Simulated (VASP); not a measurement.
AgCl, 2 atoms in the cell. It takes space group I4/mmm (No. 139, tetragonal). Conventional cell: a = 3.922 Å, b = 3.922 Å, c = 5.435 Å, α = 90.00°, β = 90.00°, γ = 90.00°. Ag (site symmetry 4/mmm) has 6 Cl at 2.72 to 2.77 Å within 3.6 Å. Cl (site symmetry 4/mmm) has 6 Ag at 2.72 to 2.77 Å within 3.6 Å.  This cell differs from its parent crystal: zz strain of -2 %.

```yaml
Program: VASP 6.6.1
Task: electric field gradients
Functional: PBEsol
Potentials_or_basis: VASP PAW PBE potentials, release 64 (Ag, Cl)
Cutoff: 520 eV
k_mesh: 9 × 9 × 9
Occupations: fermi-dirac, width 0.01 eV
Spin: no spin polarisation
Dipole_correction: no
Further_INCAR_settings: ALGO = Normal; EDIFF = 1e-08; NBANDS = 16
```

Potentials or basis: VASP PAW PBE potentials, release 64 (Ag, Cl).

The run is started by

```console
$ cat potpaw_PBE.64/Ag/POTCAR potpaw_PBE.64/Cl/POTCAR > POTCAR
$ mpirun -np 1 vasp_std > vasp.out
```

Hardware: 1 thread of Intel(R) Xeon(R) Platinum 8259CL CPU @ 2.50GHz (Skylake/Cascade Lake) (shared host).

Problem. Estimate the wall time of this run.

Solution. Run time: 46 s on 1 thread of Intel(R) Xeon(R) Platinum 8259CL CPU @ 2.50GHz (Skylake/Cascade Lake), with other jobs on the host, peak memory 0.2 GiB. Counts: scf iterations 15, k points 75.
